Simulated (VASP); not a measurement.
# SiB6: single point with PBE

SiB6:

```xyz
7
Lattice="4.1328 0.0000 0.0000 0.0000 4.1328 0.0000 0.0000 0.0000 4.1328" Properties=species:S:1:pos:R:3 pbc="T T T"
Si    0.0000    0.0000    0.0000
B     3.3054    2.0664    2.0664
B     0.8275    2.0664    2.0664
B     2.0664    3.3054    2.0664
B     2.0664    0.8275    2.0664
B     2.0664    2.0664    3.3054
B     2.0664    2.0664    0.8275
```

```yaml
Program: VASP 6.6.1
Task: single point
Functional: PBE
Potentials_or_basis: VASP PAW PBE potentials, release 64 (Si, B)
Cutoff: 520 eV
k_mesh: 10 × 10 × 10
Occupations: gaussian, width 0.01 eV
Spin: no spin polarisation
Dipole_correction: no
Further_INCAR_settings: ALGO = Normal; EDIFF = 1e-06; NBANDS = 20
```

```json
{
 "Pressure": "0.0 GPa",
 "Largest force": "0.019 eV/Å",
 "Band gap on the k mesh": "0.06 eV, indirect (least direct gap 0.67 eV)"
}
```

Forces in eV/Å, atoms in the order of the input:
```
Si   0.000  0.000  0.000
B    0.019  0.000  0.000
B   -0.019  0.000  0.000
B    0.000  0.019  0.000
B    0.000 -0.019  0.000
B    0.000  0.000  0.019
B    0.000  0.000 -0.019
```

Levels at points of the mesh, in eV from the valence-band top:
```
           k point  band 9  band 10  band 11  band 12  band 13  band 14
(0.00, 0.00, 0.00)   -0.22    -0.22    -0.22     1.16     1.16     1.16
(0.50, 0.00, 0.00)   -3.34    -1.90     0.00     0.67     1.60     2.43
(0.50, 0.50, 0.00)   -2.12    -1.69    -1.69     0.06     0.06     0.27
(0.50, 0.50, 0.50)   -1.29    -1.29    -1.29     3.07     3.07     3.07
```

Wall time 22 s on 1 thread of Intel(R) Xeon(R) 6975P-C (Granite Rapids) (shared host), peak memory 0.2 GiB.

A k mesh can miss the band edges.
